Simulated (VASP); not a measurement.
ZrC, 2 atoms in the cell. It takes space group Fm-3m (No. 225, cubic). The conventional cell has a = 4.685 Å, b = 4.685 Å, c = 4.685 Å, α = 90.00°, β = 90.00°, γ = 90.00°. Zr (site symmetry m-3m) has 6 C at 2.34 Å within 3.1 Å. Within 3.1 Å of C (site symmetry m-3m) lie 6 Zr at 2.34 Å. 

```yaml
Program: VASP 6.6.1
Task: single point
Functional: PBEsol
Potentials_or_basis: VASP PAW PBE potentials, release 64 (Zr_sv, C)
Cutoff: 600 eV
k_mesh: 15 × 15 × 15
Occupations: fermi-dirac, width 0.05 eV
Spin: no spin polarisation
Dipole_correction: no
Further_INCAR_settings: ALGO = Normal; EDIFF = 1e-06; NBANDS = 15
```

Potentials or basis: VASP PAW PBE potentials, release 64 (Zr_sv, C).

Run with:

```console
$ cat potpaw_PBE.64/Zr_sv/POTCAR potpaw_PBE.64/C/POTCAR > POTCAR
$ mpirun -np 1 vasp_std > vasp.out
```

Hardware: 1 thread of Intel(R) Xeon(R) Platinum 8488C (Sapphire Rapids) (shared host).

Q: Estimate the wall time of this run.

A: Wall time 32 s on 1 thread of Intel(R) Xeon(R) Platinum 8488C (Sapphire Rapids) (shared host), peak memory 0.19 GiB. Counts: scf iterations 13, k points 120.
